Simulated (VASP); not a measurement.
# Li3MgCl3 in VASP: a series of runs

The runs below take Li3MgCl3 through single point, relaxation of cell and atoms, with PBE.

Program: VASP 6.6.1. These are calculated values, not measurements. Logs are shortened: lines on timing, memory, paths and dates and some standing lists are left out, and cuts for length are marked.

## (1) The cell of the first run

The structure is orthorhombic, space group Cmm2 (No. 35). The conventional cell has a = 7.066 Å, b = 7.079 Å, c = 5.830 Å, α = 90.00°, β = 90.00°, γ = 90.00°. Within 3.3 Å of Li (site symmetry mm2) lie 5 Cl at 2.46 to 2.51 Å. Li (site symmetry 2) has 3 Cl at 2.44 to 2.51 Å within 3.2 Å. Mg (site symmetry mm2) has 4 Cl at 2.86 Å and 4 Li at 3.21 Å within 3.8 Å. Within 3.3 Å of Cl (site symmetry mm2) lie 5 Li at 2.46 to 2.51 Å. Within 3.2 Å of Cl (site symmetry 2) lie 3 Li at 2.44 to 2.51 Å and 2 Mg at 2.86 Å.

## (2) Single point, PBE

Contents of INCAR:

```
SYSTEM = Li3MgCl3
PREC = Accurate
ENCUT = 520
EDIFF = 1E-6
ISMEAR = 0
SIGMA = 0.1
LREAL = .FALSE.
LASPH = .TRUE.
NELM = 60
ALGO = Normal
ISIF = 2
LWAVE = .FALSE.
LCHARG = .FALSE.
GGA = PE
NBANDS = 25
```

Contents of KPOINTS:

```
Automatic mesh
0
G
  4 4 4
  0 0 0
```

Contents of POSCAR:

```
Li3MgCl3
1.0
    3.5330010294     -3.5393414982      0.0000000000
    3.5330010294      3.5393414982      0.0000000000
    0.0000000000      0.0000000000      5.8299489848
Li Mg Cl
3 1 3
Direct
    0.5000000000      0.5000000000      0.5496559731
    0.5000000000      0.0000000000      0.1660565570
    0.0000000000      0.5000000000      0.1660565570
    0.0000000000      0.0000000000     -0.1782339100
    0.5000000000      0.5000000000      1.1269062085
    0.0000000000      0.5000000000      0.5847793072
    0.5000000000      0.0000000000      0.5847793072
```

Potentials or basis: VASP PAW PBE potentials, release 64 (Li_sv, Mg, Cl).

Started as:

```console
cat potpaw_PBE.64/Li_sv/POTCAR potpaw_PBE.64/Mg/POTCAR potpaw_PBE.64/Cl/POTCAR > POTCAR
mpirun -np 1 vasp_std > vasp.out
```

OUTCAR:

```text
SYSTEM = Li3MgCl3
   PREC = Accurate
   ENCUT = 520
   EDIFF = 1E-6
   ISMEAR = 0
   LREAL = .FALSE.
   LASPH = .TRUE.
   NELM = 60
   ISIF = 2
   GGA = PE

 ion  position               nearest neighbor table
   1  0.500  0.500  0.550-   5 2.46   6 2.51   7 2.51   7 2.51   6 2.51
   2  0.500  0.000  0.166-   7 2.44   5 2.51   5 2.51
   3  0.000  0.500  0.166-   6 2.44   5 2.51   5 2.51
   4  0.000  0.000  0.822-   6 2.86   7 2.86   6 2.86   7 2.86
   5  0.500  0.500  0.127-   1 2.46   2 2.51   3 2.51   2 2.51   3 2.51
   6  0.000  0.500  0.585-   3 2.44   1 2.51   1 2.51   4 2.86   4 2.86
   7  0.500  0.000  0.585-   2 2.44   1 2.51   1 2.51   4 2.86   4 2.86

  LATTYP: Found a base centered orthorhombic cell.
 ALAT       =     7.0660020588
 B/A-ratio  =     1.0017946411
 C/A-ratio  =     0.8250703773

  Lattice vectors:

 A1 = (   3.5330010294,  -3.5393414982,   0.0000000000)
 A2 = (   3.5330010294,   3.5393414982,   0.0000000000)
 A3 = (   0.0000000000,   0.0000000000,   5.8299489848)

Analysis of symmetry for initial positions (statically):
=====================================================================
 Subroutine PRICEL returns:
 Original cell was already a primitive cell.

 Routine SETGRP: Setting up the symmetry group for a
 base centered orthorhombic supercell.

 Subroutine GETGRP returns: Found  4 space group operations
 (whereof  4 operations were pure point group operations)
 out of a pool of  8 trial point group operations.

The static configuration has the point symmetry C_2v.

Analysis of symmetry for dynamics (positions and initial velocities):
=====================================================================
 Subroutine PRICEL returns:
 Original cell was already a primitive cell.

 Routine SETGRP: Setting up the symmetry group for a
 base centered orthorhombic supercell.

 Subroutine GETGRP returns: Found  4 space group operations
 (whereof  4 operations were pure point group operations)
 out of a pool of  8 trial point group operations.

The dynamic configuration has the point symmetry C_2v.

 Subroutine INISYM returns: Found  4 space group operations
 (whereof  4 operations are pure point group operations),
 and found     1 'primitive' translations

----------------------------------------------------------------------------------------

                                     Primitive cell

  volume of cell :     145.8012

  direct lattice vectors                    reciprocal lattice vectors
     3.533001029 -3.539341498  0.000000000     0.141522744 -0.141269216  0.000000000
     3.533001029  3.539341498  0.000000000     0.141522744  0.141269216  0.000000000
     0.000000000  0.000000000  5.829948985     0.000000000  0.000000000  0.171528088

  length of vectors
     5.000903370  5.000903370  5.829948985     0.199964193  0.199964193  0.171528088

  position of ions in fractional coordinates (direct lattice)
     0.500000000  0.500000000  0.549655973
     0.500000000  0.000000000  0.166056557
     0.000000000  0.500000000  0.166056557
     0.000000000  0.000000000  0.821766090
     0.500000000  0.500000000  0.126906209
     0.000000000  0.500000000  0.584779307
     0.500000000  0.000000000  0.584779307

  ion indices of the primitive-cell ions
   primitive index   ion index
                 1           1
                 2           2
                 3           3
                 4           4
                 5           5
                 6           6
                 7           7

----------------------------------------------------------------------------------------

 KPOINTS: Automatic mesh

Automatic generation of k-mesh.
 Grid dimensions read from file:
 generate k-points for:    4    4    4

 Generating k-lattice:

  Cartesian coordinates                     Fractional coordinates (reciprocal lattice)
     0.035380686 -0.035317304  0.000000000     0.250000000  0.000000000  0.000000000
     0.035380686  0.035317304  0.000000000     0.000000000  0.250000000  0.000000000
     0.000000000  0.000000000  0.042882022     0.000000000  0.000000000  0.250000000

  Length of vectors
     0.049991048  0.049991048  0.042882022

  Shift w.r.t. Gamma in fractional coordinates (k-lattice)
     0.000000000  0.000000000  0.000000000

 Subroutine IBZKPT returns following result:
 ===========================================

 Found     21 irreducible k-points:

 Following reciprocal coordinates:
            Coordinates               Weight
  0.000000  0.000000  0.000000      1.000000
  0.250000  0.000000  0.000000      4.000000
  0.500000  0.000000  0.000000      2.000000
  0.250000  0.250000  0.000000      2.000000
  0.500000  0.250000  0.000000      4.000000
 -0.250000  0.250000  0.000000      2.000000
[... 13 lines left out ...]
 -0.250000  0.250000  0.500000      2.000000
  0.500000  0.500000  0.500000      1.000000
   k-points           NKPTS =     21   k-points in BZ     NKDIM =     21   number of bands    NBANDS=     25
   number of dos      NEDOS =    301   number of ions     NIONS =      7
   total plane-waves  NPLWV =  76800
   dimension x,y,z NGX =    40 NGY =   40 NGZ =   48
   dimension x,y,z NGXF=    80 NGYF=   80 NGZF=   96
   ions per type =               3   1   3
   NGX,Y,Z   is equivalent  to a cutoff of  13.30, 13.30, 13.69 a.u.
   NGXF,Y,Z  is equivalent  to a cutoff of  26.59, 26.59, 27.38 a.u.
 SYSTEM =  Li3MgCl3
   PREC   = accura    normal or accurate (medium, high low for compatibility)
   ISTART =      0    job   : 0-new  1-cont  2-samecut
   ICHARG =      2    charge: 1-file 2-atom 10-const
   ISPIN  =      1    spin polarized calculation?
   LNONCOLLINEAR =      F non collinear calculations
   LSORBIT =      F    spin-orbit coupling
   LASPH  =      T    aspherical Exc in radial PAW
   ENCUT  =  520.0 eV  38.22 Ry    6.18 a.u.   9.30  9.30 10.84*2*pi/ulx,y,z
   NELM   =     60;   NELMIN=  2; NELMDL= -5     # of ELM steps
   EDIFF  = 0.1E-05   stopping-criterion for ELM
   LREAL  =      F    real-space projection
   EDIFFG = 0.1E-04   stopping-criterion for IOM
   NSW    =      0    number of steps for IOM
   IBRION =     -1    ionic relax: 0-MD 1-quasi-New 2-CG
   NFREE  =      0    steps in history (QN), initial steepest desc. (CG)
   ISIF   =      2    stress and relaxation
   ISYM   =      2    0-nonsym 1-usesym 2-fastsym
   POTIM  = 0.5000    time-step for ionic-motion
   TEBEG  =    0.0;   TEEND  =   0.0 temperature during run
   PSTRESS=    0.0 pullay stress
   NELECT =      32.0000    total number of electrons
   NUPDOWN=      -1.0000    fix difference up-down
   EMIN   =  10.00;   EMAX   =-10.00  energy-range for DOS
   EFERMI =   0.00;   METHOD = LEGACY
   ISMEAR =     0;   SIGMA  =   0.10  broadening in eV -4-tet -1-fermi 0-gaus
   EFERMI_NEDOS =   21; number of points for ismear=-14 and -15
   IALGO  =     38    algorithm
   IMIX   =      4    mixing-type and parameters
     AMIX     =   0.40;   BMIX     =  1.00
     AMIX_MAG =   1.60;   BMIX_MAG =  1.00
  volume/ion in A,a.u.               =      20.83       140.56
  Fermi-wavevector in a.u.,A,eV,Ry     =   0.987502  1.866108 13.267851  0.975160
  Thomas-Fermi vector in A             =   2.118960
   LORBIT       =      0    0 simple, 1 ext, 2 COOP (PROOUT), +10 PAW based schemes
   GGA     = PE    functional components
   LHFCALC =     F    Hartree Fock is set to
   AEXX    =    0.0000 exact exchange contribution
   IVDW    =     0    specifies the selected vdW correction
   LEPSILON=     F    determine dielectric tensor
   LRPA    =     F    only Hartree local field effects (RPA)
 non-spin polarized calculation
 Gauss-broadening in eV      SIGMA  =   0.10
  energy-cutoff  :      520.00
  volume of cell :      145.80
 maximum number of plane-waves:      3946
 NGX is ok and might be reduce to    40
   NGX = 19   NGY = 19   NGZ = 21

 number of electron      32.0000018 magnetization

 Free energy of the ion-electron system (eV)
  ---------------------------------------------------
  ext. energy  EPLUGINS =         0.00000000
  ---------------------------------------------------
  free energy    TOTEN  =       -21.84484641 eV

  energy without entropy =      -21.84484641  energy(sigma->0) =      -21.84484641

 E-fermi :   3.4222     XC(G=0):  -8.0270

 val. band max:        2.8962211490   @ k =   0.5000   0.0000   0.0000
 cond. band min:       4.2274446836   @ k =   0.0000   0.0000   0.5000
 fundamental gap:      1.3312235346
 Fermi energy:         3.4222115453

 k-point     1 :       0.0000    0.0000    0.0000
  band No.  band energies     occupation
      1     -44.3430      2.00000
      2     -44.1753      2.00000
      3     -44.1730      2.00000
      4     -13.9720      2.00000
      5     -13.4883      2.00000
      6     -13.3339      2.00000
[... 17 lines left out ...]
     24       7.8495      0.00000
     25       8.1839      0.00000

 k-point     2 :       0.2500    0.0000    0.0000
  band No.  band energies     occupation
      1     -44.3429      2.00000
      2     -44.1749      2.00000
      3     -44.1733      2.00000
      4     -13.8944      2.00000
      5     -13.5097      2.00000
      6     -13.4089      2.00000
[... 17 lines left out ...]
     24       8.6741      0.00000
     25       9.1340      0.00000

 k-point     3 :       0.5000    0.0000    0.0000
  band No.  band energies     occupation
      1     -44.3429      2.00000
      2     -44.1741      2.00000
      3     -44.1741      2.00000
      4     -13.7442      2.00000
      5     -13.6301      2.00000
      6     -13.4571      2.00000
[... 17 lines left out ...]
     24       8.8184      0.00000
     25       9.0493      0.00000

 k-point     4 :       0.2500    0.2500    0.0000
  band No.  band energies     occupation
      1     -44.3429      2.00000
      2     -44.1747      2.00000
      3     -44.1736      2.00000
      4     -13.8308      2.00000
      5     -13.5149      2.00000
      6     -13.4778      2.00000
[... 17 lines left out ...]
     24       8.9263      0.00000
     25       9.0585      0.00000

 k-point     5 :       0.5000    0.2500    0.0000
  band No.  band energies     occupation
      1     -44.3429      2.00000
      2     -44.1741      2.00000
      3     -44.1741      2.00000
      4     -13.7078      2.00000
      5     -13.6205      2.00000
      6     -13.5052      2.00000
[... 17 lines left out ...]
     24       8.6464      0.00000
     25       9.1392      0.00000

 k-point     6 :      -0.2500    0.2500    0.0000
  band No.  band energies     occupation
      1     -44.3429      2.00000
      2     -44.1747      2.00000
      3     -44.1735      2.00000
      4     -13.8320      2.00000
      5     -13.5154      2.00000
      6     -13.4759      2.00000
[... 17 lines left out ...]
     24       8.9183      0.00000
     25       9.0543      0.00000
[... 309 lines left out ...]
 k-point    18 :       0.2500    0.2500    0.5000
  band No.  band energies     occupation
      1     -44.3429      2.00000
      2     -44.1747      2.00000
      3     -44.1736      2.00000
      4     -13.7672      2.00000
      5     -13.5871      2.00000
      6     -13.4789      2.00000
[... 17 lines left out ...]
     24       8.8967      0.00000
     25       9.4415      0.00000

 k-point    19 :       0.5000    0.2500    0.5000
  band No.  band energies     occupation
      1     -44.3429      2.00000
      2     -44.1741      2.00000
      3     -44.1741      2.00000
      4     -13.6492      2.00000
      5     -13.6210      2.00000
      6     -13.5690      2.00000
[... 17 lines left out ...]
     24       9.1477      0.00000
     25       9.3278      0.00000

 k-point    20 :      -0.2500    0.2500    0.5000
  band No.  band energies     occupation
      1     -44.3429      2.00000
      2     -44.1747      2.00000
      3     -44.1736      2.00000
      4     -13.7687      2.00000
      5     -13.5873      2.00000
      6     -13.4770      2.00000
[... 17 lines left out ...]
     24       8.8890      0.00000
     25       9.4240      0.00000

 k-point    21 :       0.5000    0.5000    0.5000
  band No.  band energies     occupation
      1     -44.3429      2.00000
      2     -44.1741      2.00000
      3     -44.1741      2.00000
      4     -13.6139      2.00000
      5     -13.6133      2.00000
      6     -13.6097      2.00000
[... 17 lines left out ...]
     24       9.2030      0.00000
     25       9.2984      0.00000

------------------------ aborting loop because EDIFF is reached ----------------------------------------

  FORCE on cell =-STRESS in cart. coord.  units (eV):
  Direction    XX          YY          ZZ          XY          YZ          ZX
  --------------------------------------------------------------------------------------
  -------------------------------------------------------------------------------------
  Total        0.0359619     -0.0349253     -0.0052890      0.0000000      0.0000000      0.0000000
  in kB        0.3951776     -0.3837869     -0.0581202      0.0000000      0.0000000      0.0000000
  external PRESSURE =      -0.0155765 kB  Pullay stress =       0.0000000 kB

 VOLUME and BASIS-vectors are now :
 -----------------------------------------------------------------------------
  energy-cutoff  :      520.00
  volume of cell :      145.80
      direct lattice vectors                 reciprocal lattice vectors
     3.533001029 -3.539341498  0.000000000     0.141522744 -0.141269216  0.000000000
     3.533001029  3.539341498  0.000000000     0.141522744  0.141269216  0.000000000
     0.000000000  0.000000000  5.829948985     0.000000000  0.000000000  0.171528088

 POSITION                                       TOTAL-FORCE (eV/Angst)
 -----------------------------------------------------------------------------------
      3.53300      0.00000      3.20447         0.000000      0.000000      0.008309
      1.76650     -1.76967      0.96810         0.000000      0.000000     -0.011510
      1.76650      1.76967      0.96810         0.000000     -0.000000     -0.011510
      0.00000      0.00000      4.79085         0.000000      0.000000      0.008577
      3.53300      0.00000      0.73986        -0.000000      0.000000     -0.002207
      1.76650      1.76967      3.40923         0.000000      0.000000      0.004170
      1.76650     -1.76967      3.40923        -0.000000     -0.000000      0.004170
 -----------------------------------------------------------------------------------
    total drift:                                0.000000      0.000000      0.001565

  FREE ENERGIE OF THE ION-ELECTRON SYSTEM (eV)
  ---------------------------------------------------
  free  energy   TOTEN  =       -21.8448464100 eV

  energy  without entropy=      -21.8448464100  energy(sigma->0) =      -21.84484641
```

Wall time 70 s (1 thread of Intel Xeon Platinum 8488C (Sapphire Rapids), shared host); peak memory 0.29 GiB.

What came out:

| Quantity | Value |
| --- | --- |
| Free energy | -21.8448 eV |
| Largest force | 0.012 eV/Å |
| Band gap on the k mesh | 1.33 eV, indirect (least direct gap 1.74 eV) |

Forces on the atoms (eV/Å):
```
Li   0.000  0.000  0.008
Li   0.000  0.000 -0.012
Li   0.000  0.000 -0.012
Mg   0.000  0.000  0.009
Cl   0.000  0.000 -0.002
Cl   0.000  0.000  0.004
Cl   0.000  0.000  0.004
```

Caveat: the cutoff is under 1.25 times the usual one of these potentials, so pressure, stress and relaxed cells hold a basis-set (Pulay) error. A k mesh can miss the band edges.

## (3) Single point, PBE

Contents of INCAR:

```
SYSTEM = Li3MgCl3
PREC = Accurate
ENCUT = 520
EDIFF = 1E-7
ISMEAR = 0
SIGMA = 0.02
LREAL = .False.
LASPH = .True.
NELM = 80
ALGO = Normal
ISIF = 2
LWAVE = .False.
LCHARG = .False.
GGA = PE
NBANDS = 25
```

Contents of KPOINTS:

```
Automatic mesh
0
Gamma
  6 6 6
  0 0 0
```

Contents of POSCAR:

```
Li3MgCl3
1.0
    5.0049238835      0.0000000000      0.0000000000
    0.0000000000      5.0049238835      0.0000000000
    0.0000000000      0.0000000000      5.8306722400
Li Mg Cl
3 1 3
Direct
    0.5000000000      0.5000000000      0.5501955712
    0.5000000000      0.0000000000      0.1656267815
    0.0000000000      0.5000000000      0.1656267815
    0.0000000000      0.0000000000      0.8220178732
    0.5000000000      0.5000000000      0.1269878408
    0.0000000000      0.5000000000      0.5847725759
    0.5000000000      0.0000000000      0.5847725759
```

Potentials or basis: VASP PAW PBE potentials, release 64 (Li_sv, Mg, Cl).

Started as:

```console
cat potpaw_PBE.64/Li_sv/POTCAR potpaw_PBE.64/Mg/POTCAR potpaw_PBE.64/Cl/POTCAR > POTCAR
mpirun -np 1 vasp_std > vasp.out
```

It took 3.6 min on 1 thread of Oxide Virtual Turin-like, shared host; peak memory 0.3 GiB.

The run converged. Its results:

```
Free energy            : -21.8461 eV
Largest force          : 0.005 eV/Å
Band gap on the k mesh : 1.34 eV, indirect (least direct gap 1.74 eV)
```

Forces on the atoms (eV/Å):
```
Li   0.000  0.000  0.005
Li   0.000  0.000 -0.004
Li   0.000  0.000 -0.004
Mg   0.000  0.000  0.000
Cl   0.000  0.000 -0.004
Cl   0.000  0.000  0.004
Cl   0.000  0.000  0.004
```

Levels at points of the mesh, in eV from the valence-band top:
| k point | band 13 | band 14 | band 15 | band 16 | band 17 | band 18 | band 19 | band 20 |
| --- | --- | --- | --- | --- | --- | --- | --- | --- |
| (0.00, 0.00, 0.00) | -4.10 | -4.07 | -4.07 | -1.32 | 2.49 | 3.56 | 3.72 | 3.72 |
| (0.50, 0.00, 0.00) | -4.81 | -4.59 | -4.18 | 0.00 | 1.74 | 3.19 | 3.53 | 4.37 |
| (0.50, 0.50, 0.00) | -4.88 | -3.85 | -3.74 | -0.35 | 2.53 | 2.81 | 2.81 | 4.88 |
| (0.00, 0.00, 0.50) | -4.64 | -4.08 | -4.08 | -0.43 | 1.34 | 3.25 | 3.25 | 4.16 |
| (0.50, 0.00, 0.50) | -4.90 | -4.26 | -4.19 | -0.10 | 2.22 | 2.58 | 2.76 | 4.20 |
| (0.50, 0.50, 0.50) | -4.25 | -3.84 | -3.74 | -1.04 | 2.43 | 2.43 | 2.96 | 4.14 |

Caveat: the cutoff is under 1.25 times the usual one of these potentials, so pressure, stress and relaxed cells hold a basis-set (Pulay) error. A k mesh can miss the band edges.

(Continued in part 2 of 2.)
